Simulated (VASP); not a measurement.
Li3SCl:

```xyz
5
Lattice="4.3400 0.0000 0.0000 0.0000 4.3400 0.0000 0.0000 0.0000 4.3400" Properties=species:S:1:pos:R:3 pbc="T T T"
Cl    0.0000    0.0000    0.0000
S     2.1700    2.1700    2.1700
Li    2.1700    2.1700    0.0000
Li    0.0000    2.1700    2.1700
Li    2.1700    0.0000    2.1700
```

```yaml
Program: VASP 6.6.1
Task: relaxation of cell and atoms
Functional: LDA
Potentials_or_basis: VASP PAW LDA potentials, release 64 (Cl, S, Li_sv)
Cutoff: 600 eV
k_mesh: 4 × 4 × 4
Occupations: methfessel-paxton, width 0.01 eV
Spin: no spin polarisation
```

At the start: pressure 3.6 GPa; volume 16.35 Å³/atom.

How do energy, volume and symmetry change on relaxing?

Over 3 steps the energy falls by 16.1 meV/atom and the volume is 17.96 Å³/atom (+9.9 %); space group Pm-3m (No. 221, to 0.1 Å) before and after.

The path:
| step | energy change (eV) | largest force (eV/Å) | pressure (GPa) | volume (Å³) |
| --- | --- | --- | --- | --- |
| 1 | 0.0000 | 0.0000 | 3.58 | 81.75 |
| 2 | -0.0666 | 0.0000 | 1.35 | 86.15 |
| 3 | -0.0803 | 0.0000 | -0.11 | 89.80 |

Final structure:
```yaml
crystal:
  lattice:
    - [4.47813, 0.00000, 0.00000]
    - [0.00000, 4.47813, 0.00000]
    - [0.00000, 0.00000, 4.47813]
  atoms:
    - { symbol: Cl, position: [0.00000, 0.00000, 0.00000] }
    - { symbol: S, position: [0.50000, 0.50000, 0.50000] }
    - { symbol: Li, position: [0.50000, 0.50000, 0.00000] }
    - { symbol: Li, position: [0.00000, 0.50000, 0.50000] }
    - { symbol: Li, position: [0.50000, 0.00000, 0.50000] }
```

Caveat: the cutoff is under 1.25 times the usual one of these potentials, so pressure, stress and relaxed cells hold a basis-set (Pulay) error.
